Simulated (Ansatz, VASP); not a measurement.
## One calculation of K2S, two programs

File INCAR:

```
SYSTEM = K2S
PREC     = Accurate       ! precision mode
ENCUT    = 500            ! plane-wave cutoff, eV
EDIFF    = 1E-6           ! SCF threshold, eV
ISMEAR   = 0              ! smearing method
SIGMA    = 0.05           ! smearing width, eV
LREAL    = .FALSE.        ! projectors in reciprocal space
LASPH    = .TRUE.         ! aspherical terms in the spheres
NELM     = 120            ! most SCF steps
ALGO     = Normal         ! electronic algorithm
ISIF     = 2              ! what is computed and relaxed
LWAVE    = .FALSE.        ! write WAVECAR
LCHARG   = .FALSE.        ! write CHGCAR
GGA      = PE             ! functional
NBANDS   = 19             ! bands
GGA_COMPAT= .FALSE.
```

The input KPOINTS:

```
regular mesh
0
G
  4 4 4
  0 0 0
```

The input POSCAR:

```
K2S
1.0
    0.0000000000      3.7027568684      3.7027568684
    3.7027568684      0.0000000000      3.7027568684
    3.7027568684      3.7027568684      0.0000000000
S K
1 2
Direct
    0.0000000000      0.0000000000      0.0000000000
    0.2500000000      0.2500000000      0.2500000000
    0.7500000000      0.7500000000      0.7500000000
```

Input for Ansatz:

```yaml
crystal:
  lattice:
    - [0.0, 3.7027568684, 3.7027568684]
    - [3.7027568684, 0.0, 3.7027568684]
    - [3.7027568684, 3.7027568684, 0.0]
  atoms:
    - { symbol: S, position: [0.0, 0.0, 0.0] }
    - { symbol: K, position: [0.25, 0.25, 0.25] }
    - { symbol: K, position: [0.75, 0.75, 0.75] }
kpoints:
  mp_grid: { grid: [4, 4, 4] }
hamiltonian:
  xc: pbe
scf:
  occupations: { method: gaussian, width: 0.05 }
  n_extra_bands: 4
output:
  forces: true
  stress: true
  eigenvalues: true
```

Alike in both runs: task single point; functional PBE; k mesh 4 × 4 × 4; occupations gaussian, width 0.05 eV; no spin polarisation.

|  | VASP | Ansatz |
| --- | --- | --- |
| version | VASP 6.6.1 | Ansatz 0.2.0 |
| potentials or method | VASP PAW PBE potentials, release 64 (S, K_sv) | plane waves |
| plane-wave cutoff (eV) | 500 | 420 |
| valence electrons in the cell | 24 | 24 |

Ansatz gave:

* gap on the k mesh at the Fermi level (eV): 2.38
* pressure (GPa): 0.4

Problem. What did VASP give for the same quantities?

Solution. gap on the k mesh at the Fermi level (eV): 2.38; pressure (GPa): 0.5.
